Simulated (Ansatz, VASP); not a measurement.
# Two plane-wave programs on GaP2

File INCAR:

```
PREC = Accurate ; ENCUT = 600
EDIFF = 1E-7 ; ISMEAR = 0
SIGMA = 0.1 ; LREAL = False
LASPH = True ; NELM = 80
ALGO = Normal ; ISIF = 3
LWAVE = False ; LCHARG = False
GGA = PE ; IBRION = 2
NSW = 90 ; EDIFFG = -0.04
```

File KPOINTS:

```
Automatic mesh
0
Gamma
  4 4 8
```

Contents of POSCAR:

```
GaP2
1.0
    6.1561607100      0.0000000000      0.0000000000
    0.0000000000      6.1561607100      0.0000000000
    0.0000000000      0.0000000000      2.2573686800
Ga P
2 4
Direct
    0.0000000000      0.0000000000      0.0000000000
    0.5000000000      0.5000000000      0.0000000000
    0.1767953900      0.3232046100      0.0000000000
    0.3232046100      0.8232046100      0.0000000000
    0.8232046100      0.6767953900      0.0000000000
    0.6767953900      0.1767953900      0.0000000000
```

Input for Ansatz:

```yaml
crystal:
  lattice:
    - [6.15616071, 0.0, 0.0]
    - [0.0, 6.15616071, 0.0]
    - [0.0, 0.0, 2.25736868]
  atoms:
    - { symbol: Ga, position: [0.0, 0.0, 0.0] }
    - { symbol: Ga, position: [0.5, 0.5, 0.0] }
    - { symbol: P, position: [0.17679539, 0.32320461, 0.0] }
    - { symbol: P, position: [0.32320461, 0.82320461, 0.0] }
    - { symbol: P, position: [0.82320461, 0.67679539, 0.0] }
    - { symbol: P, position: [0.67679539, 0.17679539, 0.0] }
basis:
  ecutwfc: 420
kpoints:
  mp_grid: { grid: [4, 4, 8] }
hamiltonian:
  xc: pbe
scf:
  occupations: { method: gaussian, width: 0.1 }
  lower_state_search: "off"
output:
  forces: true
  stress: true
  eigenvalues: true
relax:
  adjacent_minimum: "off"
  f_tol: 0.04
  max_steps: 70
  cell: { stress_tol: 0.4 }
```

Alike in both runs: task relaxation of cell and atoms; functional PBE; k mesh 4 × 4 × 8; occupations gaussian, width 0.1 eV; no spin polarisation.

```csv
,VASP,Ansatz
version,VASP 6.6.1,Ansatz 0.2.0
potentials or method,"VASP PAW PBE potentials, release 64 (Ga_d, P), cutoff 600 eV","scalar-relativistic, plane waves, PAW"
valence electrons in the cell,46,46
```

```tsv
	VASP	Ansatz	Ansatz less VASP
gap on the k mesh at the Fermi level, each at its own relaxed structure (eV)	none	none	-
relaxed volume (Å³/atom)	18.54	18.53	-0.011
relaxed cell length with the largest relative difference (Å)	6.597	6.595	-0.0018
```

A gap of «none» marks a metal or a gap that the smearing closes.

Noted on VASP's run: the volume moved by over 15 % at a fixed basis, so the end points are rough.
